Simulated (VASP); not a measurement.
# TaN (P6_3/mmc) in VASP: settings compared

TaN is run at these levels: r2SCANh, r2SCAN50; tasks: single point.

All numbers are computed with VASP 6.6.1; they aren't measurements. Logs are shortened: lines on timing, memory, paths and dates and some standing lists are left out, and cuts for length are marked.

## (1) The cell of the first run

It takes space group P6_3/mmc (No. 194, hexagonal). Conventional cell: a = 2.922 Å, b = 2.922 Å, c = 5.917 Å, α = 90.00°, β = 90.00°, γ = 120.00°. Ta (site symmetry -3m) has 6 N at 2.24 Å and 8 Ta at 2.92 to 2.96 Å within 3.0 Å. Within 3.0 Å of N (site symmetry -6m2) lie 6 Ta at 2.24 Å and 6 N at 2.92 Å.

## (2) Single point, r2SCANh

Contents of POSCAR:

```
TaN
1.0
    2.9217699809      0.0000000000      0.0000000000
   -1.4608849905      2.5303270275      0.0000000000
    0.0000000000      0.0000000000      5.9165150000
Ta N
2 2
Direct
    0.0000000000      0.0000000000      0.5000000000
    0.0000000000      0.0000000000      0.0000000000
    0.3333333333      0.6666666667      0.2500000000
    0.6666666667      0.3333333333      0.7500000000
```

Contents of INCAR.step1:

```
SYSTEM = TaN
ALGO = Normal ; EDIFF = 1E-5
ENCUT = 520 ; GGA = PE
ISIF = 2 ; ISMEAR = -1
LASPH = .True. ; LCHARG = .False.
LREAL = .False. ; LWAVE = .True.
NBANDS = 24 ; NELM = 100
PREC = Accurate ; SIGMA = 0.05
```

Contents of INCAR.step2:

```
SYSTEM = TaN
AEXX = 0.1 ; ALGO = Normal
EDIFF = 1E-6 ; ENCUT = 520
ISIF = 2 ; ISMEAR = -1
ISTART = 1 ; LASPH = .True.
LCHARG = .False. ; LHFCALC = .True.
LMIXTAU = .True. ; LREAL = .False.
LWAVE = .False. ; METAGGA = R2SCAN
NBANDS = 24 ; NELM = 100
PREC = Accurate ; PRECFOCK = Normal
SIGMA = 0.05
```

Contents of KPOINTS:

```
k-points
0
Gamma
  5 5 3
  0 0 0
```

Potentials or basis: VASP PAW PBE potentials, release 64 (Ta_pv, N).

Started as:

```
> cat potpaw_PBE.64/Ta_pv/POTCAR potpaw_PBE.64/N/POTCAR > POTCAR
> cp INCAR.step1 INCAR
> mpirun -np 1 vasp_std > vasp.out
> cp INCAR.step2 INCAR
> mpirun -np 1 vasp_std > vasp.out
```

OUTCAR:

```text
SYSTEM = TaN
   AEXX = 0.1
   EDIFF = 1E-6
   ENCUT = 520
   ISIF = 2
   ISMEAR = -1
   ISTART = 1
   LASPH = .True.
   LHFCALC = .True.
   LREAL = .False.
   METAGGA = R2SCAN
   NELM = 100
   PREC = Accurate
   PRECFOCK = Normal

 ion  position               nearest neighbor table
   1  0.000  0.000  0.500-   3 2.24   4 2.24   4 2.24   3 2.24   4 2.24   3 2.24   2 2.96   2 2.96

   2  0.000  0.000  0.000-   3 2.24   4 2.24   4 2.24   3 2.24   4 2.24   3 2.24   1 2.96   1 2.96

   3  0.333  0.667  0.250-   1 2.24   2 2.24   1 2.24   2 2.24   1 2.24   2 2.24
   4  0.667  0.333  0.750-   1 2.24   2 2.24   1 2.24   2 2.24   1 2.24   2 2.24

  LATTYP: Found a hexagonal cell.
 ALAT       =     2.9217699809
 C/A-ratio  =     2.0249763119

  Lattice vectors:

 A1 = (   2.9217699809,   0.0000000000,   0.0000000000)
 A2 = (  -1.4608849905,   2.5303270275,   0.0000000000)
 A3 = (   0.0000000000,   0.0000000000,   5.9165150000)

Analysis of symmetry for initial positions (statically):
=====================================================================
 Subroutine PRICEL returns:
 Original cell was already a primitive cell.

 Routine SETGRP: Setting up the symmetry group for a
 hexagonal supercell.

 Subroutine GETGRP returns: Found 24 space group operations
 (whereof 12 operations were pure point group operations)
 out of a pool of 24 trial point group operations.

The static configuration has the point symmetry D_3d.
 The point group associated with its full space group is D_6h.

Analysis of symmetry for dynamics (positions and initial velocities):
=====================================================================
 Subroutine PRICEL returns:
 Original cell was already a primitive cell.

 Routine SETGRP: Setting up the symmetry group for a
 hexagonal supercell.

 Subroutine GETGRP returns: Found 24 space group operations
 (whereof 12 operations were pure point group operations)
 out of a pool of 24 trial point group operations.

The dynamic configuration has the point symmetry D_3d.
 The point group associated with its full space group is D_6h.

 Subroutine INISYM returns: Found 24 space group operations
 (whereof 12 operations are pure point group operations),
 and found     1 'primitive' translations

----------------------------------------------------------------------------------------

                                     Primitive cell

  volume of cell :      43.7410

  direct lattice vectors                    reciprocal lattice vectors
     2.921769981  0.000000000  0.000000000     0.342258291  0.197602916  0.000000000
    -1.460884991  2.530327027  0.000000000     0.000000000  0.395205833  0.000000000
     0.000000000  0.000000000  5.916515000     0.000000000  0.000000000  0.169018417

  length of vectors
     2.921769981  2.921769981  5.916515000     0.395205833  0.395205833  0.169018417

  position of ions in fractional coordinates (direct lattice)
     0.000000000  0.000000000  0.500000000
     0.000000000  0.000000000  0.000000000
     0.333333333  0.666666667  0.250000000
     0.666666667  0.333333333  0.750000000

  ion indices of the primitive-cell ions
   primitive index   ion index
                 1           1
                 2           2
                 3           3
                 4           4

----------------------------------------------------------------------------------------

 KPOINTS: k-points

Automatic generation of k-mesh.
 Grid dimensions read from file:
 generate k-points for:    5    5    3

 Generating k-lattice:

  Cartesian coordinates                     Fractional coordinates (reciprocal lattice)
     0.068451658  0.039520583  0.000000000     0.200000000  0.000000000  0.000000000
     0.000000000  0.079041167  0.000000000     0.000000000  0.200000000  0.000000000
     0.000000000  0.000000000  0.056339472     0.000000000  0.000000000  0.333333333

  Length of vectors
     0.079041167  0.079041167  0.056339472

  Shift w.r.t. Gamma in fractional coordinates (k-lattice)
     0.000000000  0.000000000  0.000000000

 Subroutine IBZKPT returns following result:
 ===========================================

 Found     10 irreducible k-points:

 Following reciprocal coordinates:
            Coordinates               Weight
  0.000000  0.000000  0.000000      1.000000
  0.200000  0.000000  0.000000      6.000000
  0.400000  0.000000  0.000000      6.000000
  0.200000  0.200000  0.000000      6.000000
  0.400000  0.200000  0.000000      6.000000
  0.000000  0.000000  0.333333      2.000000
  0.200000  0.000000  0.333333     12.000000
  0.400000  0.000000  0.333333     12.000000
  0.200000  0.200000  0.333333     12.000000
  0.400000  0.200000  0.333333     12.000000
   k-points           NKPTS =     10   k-points in BZ     NKDIM =     75   number of bands    NBANDS=     24
   number of dos      NEDOS =    301   number of ions     NIONS =      4
   total plane-waves  NPLWV =  27648
   dimension x,y,z NGX =    24 NGY =   24 NGZ =   48
   dimension x,y,z NGXF=    48 NGYF=   48 NGZF=   96
   ions per type =               2   2
   NGX,Y,Z   is equivalent  to a cutoff of  13.66, 13.66, 13.49 a.u.
   NGXF,Y,Z  is equivalent  to a cutoff of  27.31, 27.31, 26.97 a.u.
 SYSTEM =  TaN
   PREC   = accura    normal or accurate (medium, high low for compatibility)
   ISTART =      1    job   : 0-new  1-cont  2-samecut
   ICHARG =      0    charge: 1-file 2-atom 10-const
   ISPIN  =      1    spin polarized calculation?
   LNONCOLLINEAR =      F non collinear calculations
   LSORBIT =      F    spin-orbit coupling
   LASPH  =      T    aspherical Exc in radial PAW
   ENCUT  =  520.0 eV  38.22 Ry    6.18 a.u.   5.43  5.43 11.00*2*pi/ulx,y,z
   NELM   =    100;   NELMIN=  2; NELMDL=  0     # of ELM steps
   EDIFF  = 0.1E-05   stopping-criterion for ELM
   LREAL  =      F    real-space projection
   EDIFFG = 0.1E-04   stopping-criterion for IOM
   NSW    =      0    number of steps for IOM
   IBRION =     -1    ionic relax: 0-MD 1-quasi-New 2-CG
   NFREE  =      0    steps in history (QN), initial steepest desc. (CG)
   ISIF   =      2    stress and relaxation
   ISYM   =      3    0-nonsym 1-usesym 2-fastsym
   POTIM  = 0.5000    time-step for ionic-motion
   TEBEG  =    0.0;   TEEND  =   0.0 temperature during run
   PSTRESS=    0.0 pullay stress
   NELECT =      32.0000    total number of electrons
   NUPDOWN=      -1.0000    fix difference up-down
   EMIN   =  10.00;   EMAX   =-10.00  energy-range for DOS
   EFERMI =   0.00;   METHOD = LEGACY
   ISMEAR =    -1;   SIGMA  =   0.05  broadening in eV -4-tet -1-fermi 0-gaus
   EFERMI_NEDOS =   21; number of points for ismear=-14 and -15
   IALGO  =     38    algorithm
   IMIX   =      1    mixing-type and parameters
     AMIX     =   0.40;   BMIX     =  1.00
     AMIX_MAG =   1.60;   BMIX_MAG =  1.00
  volume/ion in A,a.u.               =      10.94        73.79
  Fermi-wavevector in a.u.,A,eV,Ry     =   1.475124  2.787581 29.606163  2.175992
  Thomas-Fermi vector in A             =   2.589812
   LORBIT       =      0    0 simple, 1 ext, 2 COOP (PROOUT), +10 PAW based schemes
   METAGGA = R2SCAN    functional components
   LHFCALC =     T    Hartree Fock is set to
   PRECFOCK=normal    Normal, Fast or Accurate (Low or Medium for compatibility)
   ENCUT4O =  -1.0   cutoff for four orbital integrals eV
   NKREDX  =     1    reduce k-point grid by
   NKREDY  =     1    reduce k-point grid by
   NKREDZ  =     1    reduce k-point grid by
   AEXX    =    0.1000 exact exchange contribution
   HFSCREEN=    0.0000 screening length (either q_TF or 0.3 A-1)
   HFSCREENC=   0.0000 screening length for correlation (either q_TF or 0.3 A-1)
   ENCUTFOCK=  -1.0 apply spherical cutoff to Coloumb kernel
   IVDW    =     0    specifies the selected vdW correction
   LEPSILON=     F    determine dielectric tensor
   LRPA    =     F    only Hartree local field effects (RPA)
 non-spin polarized calculation
  energy-cutoff  :      520.00
  volume of cell :       43.74
 maximum number of plane-waves:      1223
 NGX is ok and might be reduce to    24
  NGX = 18; NGY = 18; NGZ = 36

 number of electron      32.0000005 magnetization

 Free energy of the ion-electron system (eV)
  ---------------------------------------------------
  ext. energy  EPLUGINS =         0.00000000
  ---------------------------------------------------
  free energy    TOTEN  =      -116.87779558 eV

  energy without entropy =     -116.86666059  energy(sigma->0) =     -116.87222809

 E-fermi :   7.7169     XC(G=0): -13.0034

 val. band max:        7.6689346772   @ k =   0.2000   0.2000   0.3333
 cond. band min:       7.8605527252   @ k =   0.2000   0.0000   0.0000
 fundamental gap:      0.1916180479
 Fermi energy:         7.7169450259

 k-point     1 :       0.0000    0.0000    0.0000
  band No.  band energies     occupation
      1     -29.9419      2.00000
      2     -29.1431      2.00000
      3     -28.8967      2.00000
      4     -28.8967      2.00000
      5     -28.8319      2.00000
      6     -28.8319      2.00000
[... 16 lines left out ...]
     23      12.5860      0.00000
     24      14.8068      0.00000

 k-point     2 :       0.2000    0.0000    0.0000
  band No.  band energies     occupation
      1     -29.8426      2.00000
      2     -29.3223      2.00000
      3     -29.2225      2.00000
      4     -29.0844      2.00000
      5     -28.9885      2.00000
      6     -28.9166      2.00000
[... 16 lines left out ...]
     23      13.5791      0.00000
     24      14.7786      0.00000

 k-point     3 :       0.4000    0.0000    0.0000
  band No.  band energies     occupation
      1     -29.9571      2.00000
      2     -29.8133      2.00000
      3     -29.6753      2.00000
      4     -29.1335      2.00000
      5     -29.0501      2.00000
      6     -28.9884      2.00000
[... 16 lines left out ...]
     23      15.5500      0.00000
     24      16.1727      0.00000

 k-point     4 :       0.2000    0.2000    0.0000
  band No.  band energies     occupation
      1     -29.7348      2.00000
      2     -29.7097      2.00000
      3     -29.6055      2.00000
      4     -29.2210      2.00000
      5     -29.1330      2.00000
      6     -29.0069      2.00000
[... 16 lines left out ...]
     23      14.3114      0.00000
     24      15.3719      0.00000

 k-point     5 :       0.4000    0.2000    0.0000
  band No.  band energies     occupation
      1     -29.9219      2.00000
      2     -29.7824      2.00000
      3     -29.6248      2.00000
      4     -29.4226      2.00000
      5     -29.3187      2.00000
      6     -28.9589      2.00000
[... 16 lines left out ...]
     23      15.3101      0.00000
     24      16.4736      0.00000

 k-point     6 :       0.0000    0.0000    0.3333
  band No.  band energies     occupation
      1     -29.7525      2.00000
      2     -29.3534      2.00000
      3     -28.8806      2.00000
      4     -28.8806      2.00000
      5     -28.8483      2.00000
      6     -28.8483      2.00000
[... 16 lines left out ...]
     23      13.0658      0.00000
     24      13.8238      0.00000

 k-point     7 :       0.2000    0.0000    0.3333
  band No.  band energies     occupation
      1     -29.6638      2.00000
      2     -29.3198      2.00000
      3     -29.2620      2.00000
      4     -29.2445      2.00000
      5     -28.9706      2.00000
      6     -28.9347      2.00000
[... 16 lines left out ...]
     23      13.4924      0.00000
     24      14.6454      0.00000

 k-point     8 :       0.4000    0.0000    0.3333
  band No.  band energies     occupation
      1     -29.9217      2.00000
      2     -29.8504      2.00000
      3     -29.5102      2.00000
      4     -29.1673      2.00000
      5     -29.1127      2.00000
      6     -29.0710      2.00000
[... 16 lines left out ...]
     23      14.9760      0.00000
     24      15.4192      0.00000

 k-point     9 :       0.2000    0.2000    0.3333
  band No.  band energies     occupation
      1     -29.7041      2.00000
      2     -29.6441      2.00000
      3     -29.5356      2.00000
      4     -29.1988      2.00000
      5     -29.1914      2.00000
      6     -29.1527      2.00000
[... 16 lines left out ...]
     23      14.8299      0.00000
     24      16.0847      0.00000

 k-point    10 :       0.4000    0.2000    0.3333
  band No.  band energies     occupation
      1     -29.8876      2.00000
      2     -29.8179      2.00000
      3     -29.4650      2.00000
      4     -29.3968      2.00000
      5     -29.3445      2.00000
      6     -29.1320      2.00000
[... 16 lines left out ...]
     23      16.1802      0.00000
     24      16.8617      0.00000

------------------------ aborting loop because EDIFF is reached ----------------------------------------

  FORCE on cell =-STRESS in cart. coord.  units (eV):
  Direction    XX          YY          ZZ          XY          YZ          ZX
  --------------------------------------------------------------------------------------
  -------------------------------------------------------------------------------------
  Total       -1.5929587     -1.5929587     -2.8538796      0.0000000      0.0000000     -0.0000000
  in kB      -58.3480629    -58.3480629   -104.5340045      0.0000000      0.0000000     -0.0000000
  external PRESSURE =     -73.7433768 kB  Pullay stress =       0.0000000 kB

 VOLUME and BASIS-vectors are now :
 -----------------------------------------------------------------------------
  energy-cutoff  :      520.00
  volume of cell :       43.74
      direct lattice vectors                 reciprocal lattice vectors
     2.921769981  0.000000000  0.000000000     0.342258291  0.197602916  0.000000000
    -1.460884991  2.530327027  0.000000000     0.000000000  0.395205833  0.000000000
     0.000000000  0.000000000  5.916515000     0.000000000  0.000000000  0.169018417

 POSITION                                       TOTAL-FORCE (eV/Angst)
 -----------------------------------------------------------------------------------
      0.00000      0.00000      2.95826         0.000000      0.000000     -0.000000
      0.00000      0.00000      0.00000         0.000000      0.000000     -0.000000
     -0.00000      1.68688      1.47913         0.000000     -0.000000     -0.000000
      1.46088      0.84344      4.43739        -0.000000      0.000000      0.000000
 -----------------------------------------------------------------------------------
    total drift:                               -0.000000     -0.000000     -0.000000

  FREE ENERGIE OF THE ION-ELECTRON SYSTEM (eV)
  ---------------------------------------------------
  free  energy   TOTEN  =      -116.8777955776 eV

  energy  without entropy=     -116.8666605940  energy(sigma->0) =     -116.87222809
```

Run time: 31 min. Hardware: 1 thread of Intel Xeon Platinum 8259CL at 2.50GHz (Skylake/Cascade Lake), shared host; peak memory 0.19 GiB.

What came out:

* Free energy: -116.8778 eV
* Pressure: -7.4 GPa
* Band gap on the k mesh: zero (bands 16 and 17 overlap by 1.30 eV)

Levels at points of the mesh, in eV from the Fermi level:
| k point | band 12 | band 13 | band 14 | band 15 | band 16 | band 17 | band 18 | band 19 | band 20 | band 21 |
| --- | --- | --- | --- | --- | --- | --- | --- | --- | --- | --- |
| (0.00, 0.00, 0.00) | -4.52 | -3.76 | -2.16 | -2.16 | 0.36 | 0.36 | 1.25 | 1.25 | 3.12 | 4.19 |

Caveat: the k points lie up to 0.50 Å⁻¹ apart, too coarse for converged energies and pressures of a metal; the PAW data sets were made with another functional, which shifts forces and pressure a little; spin-orbit coupling is left out, which moves the levels of the heavy elements.

## (3) Single point, r2SCAN50

POSCAR is that of step 2.

Contents of INCAR.step1:

```
PREC     = Accurate       # precision mode
ENCUT    = 520            # plane-wave cutoff, eV
EDIFF    = 1E-5           # SCF threshold, eV
ISMEAR   = -1             # smearing method
SIGMA    = 0.05           # smearing width, eV
LREAL    = False          # projectors in reciprocal space
LASPH    = True           # aspherical terms in the spheres
NELM     = 60             # most SCF steps
ALGO     = Normal         # electronic algorithm
ISIF     = 2              # what is computed and relaxed
LWAVE    = True           # write WAVECAR
GGA      = PE             # functional
NBANDS   = 24             # bands
```

Contents of INCAR.step2:

```
PREC     = Accurate       # precision mode
ENCUT    = 520            # plane-wave cutoff, eV
EDIFF    = 1E-6           # SCF threshold, eV
ISMEAR   = -1             # smearing method
SIGMA    = 0.05           # smearing width, eV
LREAL    = False          # projectors in reciprocal space
LASPH    = True           # aspherical terms in the spheres
NELM     = 60             # most SCF steps
ALGO     = Normal         # electronic algorithm
ISIF     = 2              # what is computed and relaxed
LWAVE    = False          # write WAVECAR
LCHARG   = True           # write CHGCAR
METAGGA  = R2SCAN         # meta-GGA
LHFCALC  = True           # exact exchange
AEXX     = 0.5            # exact-exchange fraction
LMIXTAU  = True         
PRECFOCK = Normal       
LELF     = True           # ELF
LVHAR    = True         
ISTART   = 1            
NBANDS   = 24             # bands
```

Contents of KPOINTS:

```
regular mesh
0
Gamma
  5 5 3
```

Potentials or basis: VASP PAW PBE potentials, release 64 (Ta_pv, N).

Started as:

```
> cat potpaw_PBE.64/Ta_pv/POTCAR potpaw_PBE.64/N/POTCAR > POTCAR
> cp INCAR.step1 INCAR
> mpirun -np 1 vasp_std > vasp.out
> cp INCAR.step2 INCAR
> mpirun -np 1 vasp_std > vasp.out
```

Wall time 37 min (1 thread of Intel Xeon Platinum 8259CL at 2.50GHz (Skylake/Cascade Lake), shared host); peak memory 0.19 GiB.

Results (log left out):

| Property | Result |
| --- | --- |
| Free energy | -105.7402 eV |
| Pressure | -18.5 GPa |
| Band gap on the k mesh | zero (bands 16 and 17 overlap by 2.45 eV) |

Stress tensor (GPa, compression positive):
```
-16.06   0.00   0.00
  0.00 -16.06   0.00
  0.00   0.00 -23.28
```

Levels at points of the mesh, in eV from the Fermi level:
| k point | band 13 | band 14 | band 15 | band 16 | band 17 | band 18 | band 19 | band 20 |
| --- | --- | --- | --- | --- | --- | --- | --- | --- |
| (0.00, 0.00, 0.00) | -5.08 | -3.30 | -3.30 | 1.66 | 1.66 | 2.70 | 2.70 | 4.87 |

Caveat: the k points lie up to 0.50 Å⁻¹ apart, too coarse for converged energies and pressures of a metal; the PAW data sets were made with another functional, which shifts forces and pressure a little; spin-orbit coupling is left out, which moves the levels of the heavy elements.
